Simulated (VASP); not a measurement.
# GaN (wurtzite type) (P6_3mc) in VASP: further runs, part 2 of 2

VASP 6.6.1. Earlier steps stand in the parts before.

## Step 3: Single point, PBE

The input, INCAR:

```
  PREC = Accurate
  ENCUT = 520
  EDIFF = 1E-6
  ISMEAR = -1
  SIGMA = 0.02
  LREAL = False
  LASPH = True
  NELM = 80
  ALGO = Normal
  ISIF = 2
  LWAVE = False
  LCHARG = False
  GGA = PE
  NBANDS = 46
```

The input, KPOINTS:

```
Automatic mesh
0
Gamma
  8 5 5
```

The input, POSCAR:

```
GaN
1.0
   -1.6090931221      2.7870310415      0.0000000000
    0.0000000000      0.0000000000      5.2428332568
    4.8272793662      2.7870310415      0.0000000000
Ga N
4 4
Direct
    0.5000000000      0.9996477750      0.1666666670
    0.0000000000      0.9996477750      0.6666666670
    0.0000000000      0.4996477750      0.3333333330
    0.5000000000      0.4996477750      0.8333333330
    0.5000000000      0.3763522250      0.1666666670
    0.0000000000      0.3763522250      0.6666666670
    0.0000000000      0.8763522250      0.3333333330
    0.5000000000      0.8763522250      0.8333333330
```

Potentials or basis: VASP PAW PBE potentials, release 64 (Ga_d, N).

Launch:

```bash
$ cat potpaw_PBE.64/Ga_d/POTCAR potpaw_PBE.64/N/POTCAR > POTCAR
$ mpirun -np 1 vasp_std > vasp.out
```

OUTCAR:

```text
PREC = Accurate
   ENCUT = 520
   EDIFF = 1E-6
   ISMEAR = -1
   LREAL = False
   LASPH = True
   NELM = 80
   ISIF = 2
   GGA = PE

 ion  position               nearest neighbor table
   1  0.500  1.000  0.167-   7 1.97   7 1.97   8 1.97   5 1.97
   2  0.000  1.000  0.667-   8 1.97   8 1.97   7 1.97   6 1.97
   3  0.000  0.500  0.333-   5 1.97   5 1.97   6 1.97   7 1.97
   4  0.500  0.500  0.833-   6 1.97   6 1.97   5 1.97   8 1.97
   5  0.500  0.376  0.167-   3 1.97   3 1.97   4 1.97   1 1.97
   6  0.000  0.376  0.667-   4 1.97   4 1.97   3 1.97   2 1.97
   7  0.000  0.876  0.333-   1 1.97   1 1.97   2 1.97   3 1.97
   8  0.500  0.876  0.833-   2 1.97   2 1.97   1 1.97   4 1.97

  LATTYP: Found a simple orthorhombic cell.
 ALAT       =     3.2181862441
 B/A-ratio  =     1.6291267376
 C/A-ratio  =     1.7320508076

  Lattice vectors:

 A1 = (  -1.6090931221,   2.7870310415,   0.0000000000)
 A2 = (   0.0000000000,   0.0000000000,   5.2428332568)
 A3 = (   4.8272793662,   2.7870310415,   0.0000000000)

Analysis of symmetry for initial positions (statically):
=====================================================================
 Subroutine PRICEL returns following result:

  LATTYP: Found a hexagonal cell.
 ALAT       =     3.2181862441
 C/A-ratio  =     1.6291267376

  Lattice vectors:

 A1 = (   1.6090931220,   2.7870310415,   0.0000000000)
 A2 = (  -3.2181862441,   0.0000000000,   0.0000000000)
 A3 = (   0.0000000000,   0.0000000000,   5.2428332568)

   2 primitive cells build up your supercell.

 Routine SETGRP: Setting up the symmetry group for a
 simple orthorhombic supercell.

 Subroutine GETGRP returns: Found  4 space group operations
 (whereof  2 operations were pure point group operations)
 out of a pool of  8 trial point group operations.

The static configuration has the point symmetry C_1h.
 The point group associated with its full space group is C_2v.

Analysis of symmetry for dynamics (positions and initial velocities):
=====================================================================
 Subroutine PRICEL returns following result:

  LATTYP: Found a hexagonal cell.
 ALAT       =     3.2181862441
 C/A-ratio  =     1.6291267376

  Lattice vectors:

 A1 = (   1.6090931220,   2.7870310415,   0.0000000000)
 A2 = (  -3.2181862441,   0.0000000000,   0.0000000000)
 A3 = (   0.0000000000,   0.0000000000,   5.2428332568)

   2 primitive cells build up your supercell.

 Routine SETGRP: Setting up the symmetry group for a
 simple orthorhombic supercell.

 Subroutine GETGRP returns: Found  4 space group operations
 (whereof  2 operations were pure point group operations)
 out of a pool of  8 trial point group operations.

The dynamic configuration has the point symmetry C_1h.
 The point group associated with its full space group is C_2v.

 Subroutine INISYM returns: Found  4 space group operations
 (whereof  2 operations are pure point group operations),
 and found     2 'primitive' translations

----------------------------------------------------------------------------------------

                                     Primitive cell
[... 52 lines left out ...]
  0.000000  0.000000  0.000000      1.000000
  0.125000  0.000000 -0.000000      2.000000
  0.250000  0.000000 -0.000000      2.000000
  0.375000  0.000000 -0.000000      2.000000
  0.500000  0.000000 -0.000000      1.000000
  0.000000  0.200000  0.000000      2.000000
[... 16 lines left out ...]
  0.250000  0.200000  0.200000      8.000000
  0.375000  0.200000  0.200000      8.000000
 [... further k-points ...]
   k-points           NKPTS =     45   k-points in BZ     NKDIM =     45   number of bands    NBANDS=     46
   number of dos      NEDOS =    301   number of ions     NIONS =      8
   total plane-waves  NPLWV =  40320
   dimension x,y,z NGX =    24 NGY =   40 NGZ =   42
   dimension x,y,z NGXF=    48 NGYF=   80 NGZF=   84
   ions per type =               4   4
   NGX,Y,Z   is equivalent  to a cutoff of  12.40, 12.68, 12.53 a.u.
   NGXF,Y,Z  is equivalent  to a cutoff of  24.80, 25.37, 25.05 a.u.
 SYSTEM =  unknown system
   PREC   = accura    normal or accurate (medium, high low for compatibility)
   ISTART =      0    job   : 0-new  1-cont  2-samecut
   ICHARG =      2    charge: 1-file 2-atom 10-const
   ISPIN  =      1    spin polarized calculation?
   LNONCOLLINEAR =      F non collinear calculations
   LSORBIT =      F    spin-orbit coupling
   LASPH  =      T    aspherical Exc in radial PAW
   ENCUT  =  520.0 eV  38.22 Ry    6.18 a.u.   5.98  9.75 10.36*2*pi/ulx,y,z
   NELM   =     80;   NELMIN=  2; NELMDL= -5     # of ELM steps
   EDIFF  = 0.1E-05   stopping-criterion for ELM
   LREAL  =      F    real-space projection
   EDIFFG = 0.1E-04   stopping-criterion for IOM
   NSW    =      0    number of steps for IOM
   IBRION =     -1    ionic relax: 0-MD 1-quasi-New 2-CG
   NFREE  =      0    steps in history (QN), initial steepest desc. (CG)
   ISIF   =      2    stress and relaxation
   ISYM   =      2    0-nonsym 1-usesym 2-fastsym
   POTIM  = 0.5000    time-step for ionic-motion
   TEBEG  =    0.0;   TEEND  =   0.0 temperature during run
   PSTRESS=    0.0 pullay stress
   NELECT =      72.0000    total number of electrons
   NUPDOWN=      -1.0000    fix difference up-down
   EMIN   =  10.00;   EMAX   =-10.00  energy-range for DOS
   EFERMI =   0.00;   METHOD = LEGACY
   ISMEAR =    -1;   SIGMA  =   0.02  broadening in eV -4-tet -1-fermi 0-gaus
   EFERMI_NEDOS =   21; number of points for ismear=-14 and -15
   IALGO  =     38    algorithm
   IMIX   =      4    mixing-type and parameters
     AMIX     =   0.40;   BMIX     =  1.00
     AMIX_MAG =   1.60;   BMIX_MAG =  1.00
  volume/ion in A,a.u.               =      11.76        79.33
  Fermi-wavevector in a.u.,A,eV,Ry     =   1.497624  2.830098 30.516184  2.242876
  Thomas-Fermi vector in A             =   2.609488
   LORBIT       =      0    0 simple, 1 ext, 2 COOP (PROOUT), +10 PAW based schemes
   GGA     = PE    functional components
   LHFCALC =     F    Hartree Fock is set to
   AEXX    =    0.0000 exact exchange contribution
   IVDW    =     0    specifies the selected vdW correction
   LEPSILON=     F    determine dielectric tensor
   LRPA    =     F    only Hartree local field effects (RPA)
 non-spin polarized calculation
  energy-cutoff  :      520.00
  volume of cell :       94.05
 maximum number of plane-waves:      2552
 NGX is ok and might be reduce to    24
   NGX = 11   NGY = 19   NGZ = 21

 number of electron      71.9999975 magnetization

 Free energy of the ion-electron system (eV)
  ---------------------------------------------------
  ext. energy  EPLUGINS =         0.00000000
  ---------------------------------------------------
  free energy    TOTEN  =       -48.65530623 eV

  energy without entropy =      -48.65530623  energy(sigma->0) =      -48.65530623

 E-fermi :   5.4453     XC(G=0): -11.5160

 val. band max:        5.0107301320   @ k =   0.0000   0.0000   0.0000
 cond. band min:       6.7277051945   @ k =   0.0000   0.0000   0.0000
 fundamental gap:      1.7169750625
 Fermi energy:         5.4452909115

 k-point     1 :       0.0000    0.0000    0.0000
  band No.  band energies     occupation
      1     -10.7262      2.00000
      2      -9.9094      2.00000
      3      -9.9023      2.00000
      4      -9.7571      2.00000
      5      -8.4100      2.00000
      6      -8.3955      2.00000
[... 1165 lines left out ...]
     45      14.2286      0.00000
     46      14.5350      0.00000

 [... further k-points ...]

------------------------ aborting loop because EDIFF is reached ----------------------------------------

  FORCE on cell =-STRESS in cart. coord.  units (eV):
  Direction    XX          YY          ZZ          XY          YZ          ZX
  --------------------------------------------------------------------------------------
  -------------------------------------------------------------------------------------
  Total        0.0918940      0.0927370      0.1128407     -0.0007300      0.0000000      0.0000000
  in kB        1.5654842      1.5798451      1.9223267     -0.0124369      0.0000000      0.0000000
  external PRESSURE =       1.6892187 kB  Pullay stress =       0.0000000 kB

 VOLUME and BASIS-vectors are now :
 -----------------------------------------------------------------------------
  energy-cutoff  :      520.00
  volume of cell :       94.05
      direct lattice vectors                 reciprocal lattice vectors
    -1.609093122  2.787031042  0.000000000    -0.155367018  0.269103569  0.000000000
     0.000000000  0.000000000  5.242833257     0.000000000  0.000000000  0.190736564
     4.827279366  2.787031042  0.000000000     0.155367018  0.089701190  0.000000000

 POSITION                                       TOTAL-FORCE (eV/Angst)
 -----------------------------------------------------------------------------------
      0.00000      1.85802      5.24099         0.000278      0.000161     -0.001482
      3.21819      1.85802      5.24099         0.000278      0.000161     -0.001482
      1.60909      0.92901      2.61957        -0.000278     -0.000161     -0.001482
      3.21819      3.71604      2.61957        -0.000278     -0.000161     -0.001482
      0.00000      1.85802      1.97315         0.000066      0.000038      0.001482
      3.21819      1.85802      1.97315         0.000066      0.000038      0.001482
      1.60909      0.92901      4.59457        -0.000066     -0.000038      0.001482
      3.21819      3.71604      4.59457        -0.000066     -0.000038      0.001482
 -----------------------------------------------------------------------------------
    total drift:                               -0.000012     -0.000007     -0.001993

  FREE ENERGIE OF THE ION-ELECTRON SYSTEM (eV)
  ---------------------------------------------------
  free  energy   TOTEN  =       -48.6553062262 eV

  energy  without entropy=      -48.6553062262  energy(sigma->0) =      -48.65530623
```

Run time: 6.1 min. Hardware: 1 thread of AMD EPYC 7R13, shared host; peak memory 0.25 GiB.

Results:

```
Free energy            : -48.6553 eV
Pressure               : 0.2 GPa
Band gap on the k mesh : 1.72 eV
```

Levels at points of the mesh, in eV from the valence-band top:
| k point | band 34 | band 35 | band 36 | band 37 | band 38 | band 39 |
| --- | --- | --- | --- | --- | --- | --- |
| (0.00, 0.00, 0.00) | -0.04 | 0.00 | 0.00 | 1.72 | 4.07 | 4.98 |
| (0.50, 0.00, 0.00) | -2.02 | -1.84 | -1.84 | 5.75 | 5.75 | 6.42 |
